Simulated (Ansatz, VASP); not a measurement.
# ZrB: VASP beside Ansatz

The input INCAR:

```
SYSTEM = ZrB
PREC = Accurate
ENCUT = 520
EDIFF = 1E-6
ISMEAR = 0
SIGMA = 0.15
LREAL = .False.
LASPH = .True.
NELM = 60
ALGO = Normal
ISIF = 2
LWAVE = .False.
LCHARG = .False.
GGA = PE
NBANDS = 14
```

The input KPOINTS:

```
regular mesh
0
Gamma
  18 18 18
  0 0 0
```

The input POSCAR:

```
ZrB
1.0
   -0.0232500000      2.3250000000      2.3250000000
    2.3017500000      0.0000000000      2.3017500000
    2.3250000000      2.3250000000     -0.0232500000
Zr B
1 1
Direct
    0.0000000000      0.0000000000      0.0000000000
    0.5000000000      0.5000000000      0.5000000000
```

Input for Ansatz:

```yaml
crystal:
  lattice:
    - [-0.02325, 2.325, 2.325]
    - [2.30175, 0.0, 2.30175]
    - [2.325, 2.325, -0.02325]
  atoms:
    - { symbol: Zr, position: [0.0, 0.0, 0.0] }
    - { symbol: B, position: [0.5, 0.5, 0.5] }
basis:
  ecutwfc: 420
kpoints:
  mp_grid: { grid: [18, 18, 18] }
hamiltonian:
  xc: pbe
scf:
  occupations: { method: gaussian, width: 0.15 }
output:
  forces: true
  stress: true
  eigenvalues: true
  write_density: true
  write_potential: true
  elf: true
  volumetric_format: npy
```

Change from the starting cell: strain -0.0200 x Voigt [0, 0, 0, 0, 1, 0], atoms carried along.

Alike in both runs: task single point; functional PBE; k mesh 18 × 18 × 18; occupations gaussian, width 0.15 eV; no spin polarisation.

|  | VASP | Ansatz |
| --- | --- | --- |
| version | VASP 6.6.1 | Ansatz 0.2.0 |
| potentials or method | VASP PAW PBE potentials, release 64 (Zr_sv, B), cutoff 520 eV | scalar-relativistic, plane waves, PAW |
| valence electrons in the cell | 15 | 15 |

|  | VASP | Ansatz | Ansatz less VASP |
| --- | --- | --- | --- |
| gap on the k mesh at the Fermi level (eV) | none | none | - |
| pressure (GPa) | 35.0 | 34.8 | -0.17 |
| traceless stress, the component that is largest in VASP (GPa) | 1.17 | 1.18 | +0.004 |

A gap of «none» marks a metal or a gap that the smearing closes. Both programs put the cell under a high pressure, so it lies far from rest at this level.
